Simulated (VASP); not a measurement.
# Sb2O (R-3m) in VASP: single point with PBE

Aim: the single point of Sb2O with PBE.

All numbers are computed with VASP 6.6.1; they aren't measurements. Logs are shortened: lines on timing, memory, paths and dates and some standing lists are left out, and cuts for length are marked.

### 1 The cell of the first run

The structure is trigonal, space group R-3m (No. 166). The conventional cell has a = 3.508 Å, b = 3.508 Å, c = 37.753 Å, α = 90.00°, β = 90.00°, γ = 120.00°. Within 3.3 Å of Sb (site symmetry 3m) lie 3 O at 2.53 Å. Within 3.3 Å of Sb (site symmetry 3m) lie 3 O at 2.51 Å. Within 3.3 Å of O (site symmetry 3m) lie 6 Sb at 2.51 to 2.53 Å.

### 2 Single point, PBE

File INCAR:

```
PREC     = Accurate       # precision mode
ENCUT    = 520            # plane-wave cutoff, eV
EDIFF    = 1E-6           # SCF threshold, eV
ISMEAR   = -1             # smearing method
SIGMA    = 0.118          # smearing width, eV
LREAL    = False          # projectors in reciprocal space
LASPH    = True           # aspherical terms in the spheres
NELM     = 80             # most SCF steps
ALGO     = Normal         # electronic algorithm
ISIF     = 2              # what is computed and relaxed
LWAVE    = False          # write WAVECAR
LCHARG   = False          # write CHGCAR
GGA      = PE             # functional
NBANDS   = 25             # bands
```

File KPOINTS:

```
regular mesh
0
Gamma
  9 9 9
```

File POSCAR:

```
Sb2O
1.0
    1.7539590000      3.0379410000      0.0000000000
   -1.7539590000      3.0379410000      0.0000000000
    0.0000000000     -2.0252940000     12.5843390000
Sb O
4 2
Direct
    0.2900000000      0.2900000000      0.8700000000
    0.7100000000      0.7100000000      0.1300000000
    0.1230000000      0.1230000000      0.3690000000
    0.8770000000      0.8770000000      0.6310000000
    0.4170000000      0.4170000000      0.2510000000
    0.5830000000      0.5830000000      0.7490000000
```

Potentials or basis: VASP PAW PBE potentials, release 64 (Sb, O).

Started as:

```console
> cat potpaw_PBE.64/Sb/POTCAR potpaw_PBE.64/O/POTCAR > POTCAR
> mpirun -np 1 vasp_std > vasp.out
```

OUTCAR:

```text
PREC = Accurate
   ENCUT = 520
   EDIFF = 1E-6
   ISMEAR = -1
   LREAL = False
   LASPH = True
   NELM = 80
   ISIF = 2
   GGA = PE

 ion  position               nearest neighbor table
   1  0.290  0.290  0.870-   6 2.53   6 2.53   6 2.53   4 3.63   4 3.63   4 3.63
   2  0.710  0.710  0.130-   5 2.53   5 2.53   5 2.53   3 3.63   3 3.63   3 3.63
   3  0.123  0.123  0.369-   5 2.51   5 2.51   5 2.51   2 3.63   2 3.63   2 3.63
   4  0.877  0.877  0.631-   6 2.51   6 2.51   6 2.51   1 3.63   1 3.63   1 3.63
   5  0.417  0.417  0.251-   3 2.51   3 2.51   3 2.51   2 2.53   2 2.53   2 2.53
   6  0.583  0.583  0.749-   4 2.51   4 2.51   4 2.51   1 2.53   1 2.53   1 2.53

  LATTYP: Found a trigonal (rhomboedric) cell.
 ALAT       =    12.7462705992
 COS(alpha) =     0.9621293637

  Lattice vectors:

 A1 = (   1.7539590000,   1.0126470000,  12.5843390000)
 A2 = (  -1.7539590000,   1.0126470000,  12.5843390000)
 A3 = (   0.0000000000,  -2.0252940000,  12.5843390000)

Analysis of symmetry for initial positions (statically):
=====================================================================
 Subroutine PRICEL returns:
 Original cell was already a primitive cell.

 Routine SETGRP: Setting up the symmetry group for a
 trigonal (rhombohedral) supercell.

 Subroutine GETGRP returns: Found 12 space group operations
 (whereof 12 operations were pure point group operations)
 out of a pool of 12 trial point group operations.

The static configuration has the point symmetry D_3d.

Analysis of symmetry for dynamics (positions and initial velocities):
=====================================================================
 Subroutine PRICEL returns:
 Original cell was already a primitive cell.

 Routine SETGRP: Setting up the symmetry group for a
 trigonal (rhombohedral) supercell.

 Subroutine GETGRP returns: Found 12 space group operations
 (whereof 12 operations were pure point group operations)
 out of a pool of 12 trial point group operations.

The dynamic configuration has the point symmetry D_3d.

 Subroutine INISYM returns: Found 12 space group operations
 (whereof 12 operations are pure point group operations),
 and found     1 'primitive' translations

----------------------------------------------------------------------------------------

                                     Primitive cell

  volume of cell :     134.1094

  direct lattice vectors                    reciprocal lattice vectors
     1.753959000  3.037941000  0.000000000     0.285069377  0.164585158  0.026487949
    -1.753959000  3.037941000  0.000000000    -0.285069377  0.164585158  0.026487949
     0.000000000 -2.025294000 12.584339000     0.000000000  0.000000000  0.079463848

  length of vectors
     3.507913581  3.507913581 12.746270194     0.330233910  0.330233910  0.079463848

  position of ions in fractional coordinates (direct lattice)
     0.290000000  0.290000000  0.870000000
     0.710000000  0.710000000  0.130000000
     0.123000000  0.123000000  0.369000000
     0.877000000  0.877000000  0.631000000
     0.417000000  0.417000000  0.251000000
     0.583000000  0.583000000  0.749000000

  ion indices of the primitive-cell ions
   primitive index   ion index
                 1           1
                 2           2
                 3           3
                 4           4
                 5           5
                 6           6

----------------------------------------------------------------------------------------

 KPOINTS: regular mesh

Automatic generation of k-mesh.
 Grid dimensions read from file:
 generate k-points for:    9    9    9

 Generating k-lattice:

  Cartesian coordinates                     Fractional coordinates (reciprocal lattice)
     0.031674375  0.018287240  0.002943105     0.111111111 -0.000000000  0.000000000
    -0.031674375  0.018287240  0.002943105    -0.000000000  0.111111111  0.000000000
     0.000000000  0.000000000  0.008829316     0.000000000  0.000000000  0.111111111

  Length of vectors
     0.036692657  0.036692657  0.008829316

  Shift w.r.t. Gamma in fractional coordinates (k-lattice)
     0.000000000  0.000000000  0.000000000

 Subroutine IBZKPT returns following result:
 ===========================================

 Found     85 irreducible k-points:

 Following reciprocal coordinates:
            Coordinates               Weight
  0.000000  0.000000  0.000000      1.000000
  0.111111 -0.000000  0.000000      6.000000
  0.222222  0.000000 -0.000000      6.000000
  0.333333  0.000000 -0.000000      6.000000
  0.444444  0.000000 -0.000000      6.000000
  0.111111  0.111111  0.000000      6.000000
[... 16 lines left out ...]
 -0.333333  0.333333  0.000000      6.000000
  0.444444  0.444444 -0.000000      6.000000
 [... further k-points ...]
   k-points           NKPTS =     85   k-points in BZ     NKDIM =     85   number of bands    NBANDS=     25
   number of dos      NEDOS =    301   number of ions     NIONS =      6
   total plane-waves  NPLWV =  75264
   dimension x,y,z NGX =    28 NGY =   28 NGZ =   96
   dimension x,y,z NGXF=    56 NGYF=   56 NGZF=  192
   ions per type =               4   2
   NGX,Y,Z   is equivalent  to a cutoff of  13.27, 13.27, 12.52 a.u.
   NGXF,Y,Z  is equivalent  to a cutoff of  26.54, 26.54, 25.04 a.u.
 SYSTEM =  unknown system
   PREC   = accura    normal or accurate (medium, high low for compatibility)
   ISTART =      0    job   : 0-new  1-cont  2-samecut
   ICHARG =      2    charge: 1-file 2-atom 10-const
   ISPIN  =      1    spin polarized calculation?
   LNONCOLLINEAR =      F non collinear calculations
   LSORBIT =      F    spin-orbit coupling
   LASPH  =      T    aspherical Exc in radial PAW
   ENCUT  =  520.0 eV  38.22 Ry    6.18 a.u.   6.52  6.52 23.70*2*pi/ulx,y,z
   NELM   =     80;   NELMIN=  2; NELMDL= -5     # of ELM steps
   EDIFF  = 0.1E-05   stopping-criterion for ELM
   LREAL  =      F    real-space projection
   EDIFFG = 0.1E-04   stopping-criterion for IOM
   NSW    =      0    number of steps for IOM
   IBRION =     -1    ionic relax: 0-MD 1-quasi-New 2-CG
   NFREE  =      0    steps in history (QN), initial steepest desc. (CG)
   ISIF   =      2    stress and relaxation
   ISYM   =      2    0-nonsym 1-usesym 2-fastsym
   POTIM  = 0.5000    time-step for ionic-motion
   TEBEG  =    0.0;   TEEND  =   0.0 temperature during run
   PSTRESS=    0.0 pullay stress
   NELECT =      32.0000    total number of electrons
   NUPDOWN=      -1.0000    fix difference up-down
   EMIN   =  10.00;   EMAX   =-10.00  energy-range for DOS
   EFERMI =   0.00;   METHOD = LEGACY
   ISMEAR =    -1;   SIGMA  =   0.12  broadening in eV -4-tet -1-fermi 0-gaus
   EFERMI_NEDOS =   21; number of points for ismear=-14 and -15
   IALGO  =     38    algorithm
   IMIX   =      4    mixing-type and parameters
     AMIX     =   0.40;   BMIX     =  1.00
     AMIX_MAG =   1.60;   BMIX_MAG =  1.00
  volume/ion in A,a.u.               =      22.35       150.84
  Fermi-wavevector in a.u.,A,eV,Ry     =   1.015403  1.918833 14.028194  1.031043
  Thomas-Fermi vector in A             =   2.148687
   LORBIT       =      0    0 simple, 1 ext, 2 COOP (PROOUT), +10 PAW based schemes
   GGA     = PE    functional components
   LHFCALC =     F    Hartree Fock is set to
   AEXX    =    0.0000 exact exchange contribution
   IVDW    =     0    specifies the selected vdW correction
   LEPSILON=     F    determine dielectric tensor
   LRPA    =     F    only Hartree local field effects (RPA)
 non-spin polarized calculation
  energy-cutoff  :      520.00
  volume of cell :      134.11
 maximum number of plane-waves:      3665
 NGX is ok and might be reduce to    28
   NGX = 13   NGY = 13   NGZ = 47

 number of electron      31.9999998 magnetization

 Free energy of the ion-electron system (eV)
  ---------------------------------------------------
  ext. energy  EPLUGINS =         0.00000000
  ---------------------------------------------------
  free energy    TOTEN  =       -26.48195107 eV

  energy without entropy =      -26.34727450  energy(sigma->0) =      -26.41461278

 E-fermi :   7.1965     XC(G=0):  -9.9632

 val. band max:        7.1836955481   @ k =   0.3333   0.2222   0.1111
 cond. band min:       7.2324540849   @ k =   0.2222   0.2222   0.1111
 fundamental gap:      0.0487585369
 Fermi energy:         7.1964602296

 k-point     1 :       0.0000    0.0000    0.0000
  band No.  band energies     occupation
      1     -12.1942      2.00000
      2     -12.1879      2.00000
      3      -4.1302      2.00000
      4      -3.3507      2.00000
      5      -3.3026      2.00000
      6      -2.3209      2.00000
[... 17 lines left out ...]
     24      11.6855      0.00000
     25      14.2158      0.00000

 k-point     2 :       0.1111   -0.0000    0.0000
  band No.  band energies     occupation
      1     -12.1337      2.00000
      2     -12.1279      2.00000
      3      -3.9465      2.00000
      4      -3.2512      2.00000
      5      -3.1555      2.00000
      6      -2.3269      2.00000
[... 17 lines left out ...]
     24      11.4025      0.00000
     25      14.2544      0.00000

 k-point     3 :       0.2222    0.0000   -0.0000
  band No.  band energies     occupation
      1     -11.9748      2.00000
      2     -11.9705      2.00000
      3      -3.4180      2.00000
      4      -3.0438      2.00000
      5      -2.6849      2.00000
      6      -2.3438      2.00000
[... 17 lines left out ...]
     24      10.7908      0.00000
     25      13.2030      0.00000

 k-point     4 :       0.3333    0.0000   -0.0000
  band No.  band energies     occupation
      1     -11.7833      2.00000
      2     -11.7807      2.00000
      3      -2.8576      2.00000
      4      -2.7910      2.00000
      5      -2.1693      2.00000
      6      -1.9402      2.00000
[... 17 lines left out ...]
     24      10.3156      0.00000
     25      12.3664      0.00000
[... 477 lines left out ...]
 k-point    22 :      -0.4444    0.3333   -0.0000
  band No.  band energies     occupation
      1     -11.5962      2.00000
      2     -11.5957      2.00000
      3      -2.3912      2.00000
      4      -2.2371      2.00000
      5      -1.5214      2.00000
      6      -1.2944      2.00000
[... 17 lines left out ...]
     24       9.6123      0.00000
     25      13.2096      0.00000

 k-point    23 :      -0.3333    0.3333    0.0000
  band No.  band energies     occupation
      1     -11.5617      2.00000
      2     -11.5613      2.00000
      3      -1.8502      2.00000
      4      -1.8465      2.00000
      5      -1.7575      2.00000
      6      -1.7572      2.00000
[... 17 lines left out ...]
     24       9.3701      0.00000
     25      13.0614      0.00000

 k-point    24 :       0.4444    0.4444   -0.0000
  band No.  band energies     occupation
      1     -11.6507      2.00000
      2     -11.6501      2.00000
      3      -2.8278      2.00000
      4      -2.6390      2.00000
      5      -1.4599      2.00000
      6      -0.9429      2.00000
[... 17 lines left out ...]
     24      10.3456      0.00000
     25      11.9777      0.00000

 [... further k-points ...]
[... 5 lines left out ...]
  --------------------------------------------------------------------------------------
  -------------------------------------------------------------------------------------
  Total       -4.3490376     -4.3490229      0.9444293      0.0000000     -0.0000000      0.0000000
  in kB      -51.9570593    -51.9568848     11.2829025      0.0000000     -0.0000000      0.0000000
  external PRESSURE =     -30.8770139 kB  Pullay stress =       0.0000000 kB

 VOLUME and BASIS-vectors are now :
 -----------------------------------------------------------------------------
  energy-cutoff  :      520.00
  volume of cell :      134.11
      direct lattice vectors                 reciprocal lattice vectors
     1.753959000  3.037941000  0.000000000     0.285069377  0.164585158  0.026487949
    -1.753959000  3.037941000  0.000000000    -0.285069377  0.164585158  0.026487949
     0.000000000 -2.025294000 12.584339000     0.000000000  0.000000000  0.079463848

 POSITION                                       TOTAL-FORCE (eV/Angst)
 -----------------------------------------------------------------------------------
      0.00000      0.00000     10.94837         0.000000     -0.000000      1.113676
      0.00000      4.05059      1.63596         0.000000      0.000000     -1.113676
      0.00000     -0.00000      4.64362         0.000000     -0.000000      1.009314
      0.00000      4.05059      7.94072         0.000000      0.000000     -1.009314
      0.00000      2.02529      3.15867         0.000000     -0.000000      0.207233
      0.00000      2.02529      9.42567         0.000000      0.000000     -0.207233
 -----------------------------------------------------------------------------------
    total drift:                               -0.000000     -0.000000      0.000000

  FREE ENERGIE OF THE ION-ELECTRON SYSTEM (eV)
  ---------------------------------------------------
  free  energy   TOTEN  =       -26.4819510662 eV

  energy  without entropy=      -26.3472745014  energy(sigma->0) =      -26.41461278
```

Run time: 10 min. Hardware: 1 thread of Intel Xeon 8259CL, shared host; peak memory 0.41 GiB.

Results:

* Free energy: -26.4820 eV
* Pressure: -3.1 GPa
* Largest force: 1.114 eV/Å
* Band gap on the k mesh: zero (bands 16 and 17 overlap by 4.01 eV)

Forces in eV/Å, atoms in the order of the input:
```
Sb   0.000  0.000  1.114
Sb   0.000  0.000 -1.114
Sb   0.000  0.000  1.009
Sb   0.000  0.000 -1.009
O    0.000  0.000  0.207
O    0.000  0.000 -0.207
```

Caveat: the stress differs along the axes, from -5 to 1 GPa; spin-orbit coupling is left out, which moves the levels of the heavy elements; forces of over 1 eV/Å act on the atoms, so gaps and moduli don't describe the material at rest.

The gap in the log of VASP goes by the Fermi energy; the results here count the filled bands.